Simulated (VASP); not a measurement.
## SbPt: single point with PBEsol

SbPt:

```xyz
4
Lattice="4.2176 0.0000 0.0000 -2.1088 3.6526 0.0000 0.0000 0.0000 5.5081" Properties=species:S:1:pos:R:3 pbc="T T T"
Sb    0.0000    2.4351    1.3770
Sb    2.1088    1.2175    4.1311
Pt    0.0000    0.0000    0.0000
Pt    0.0000    0.0000    2.7540
```

* Program: VASP 6.6.1
* Task: single point
* Functional: PBEsol
* Potentials or basis: VASP PAW PBE potentials, release 64 (Sb, Pt)
* Cutoff: 520 eV
* k mesh: 12 × 12 × 8
* Occupations: gaussian, width 0.1 eV
* Spin: no spin polarisation

```json
{
 "Pressure": "-4.1 GPa",
 "Band gap on the k mesh": "zero (bands 15 and 16 overlap by 3.90 eV)"
}
```

Levels at points of the mesh, in eV from the Fermi level:
```csv
k point,band 11,band 12,band 13,band 14,band 15,band 16,band 17,band 18,band 19,band 20
"(0.00, 0.00, 0.00)",-1.95,-1.95,-0.08,-0.08,0.82,2.31,2.36,3.23,3.39,3.39
"(0.50, 0.00, 0.00)",-2.89,-2.81,-2.55,-2.09,-1.93,-0.75,1.93,4.14,4.18,4.28
"(0.00, 0.00, 0.50)",-3.41,-3.41,-1.22,-1.22,2.25,2.25,2.25,2.25,5.10,5.10
"(0.50, 0.00, 0.50)",-3.01,-3.01,-2.89,-2.89,0.38,0.38,1.58,1.58,3.94,3.94
```

Wall time 59 s on 1 thread of Intel(R) Xeon(R) Platinum 8559C (Emerald Rapids) (shared host), peak memory 0.32 GiB.

Caveat: the cell stands under tension; the PAW data sets were made with another functional, which shifts forces and pressure a little; spin-orbit coupling is left out, which moves the levels of the heavy elements.
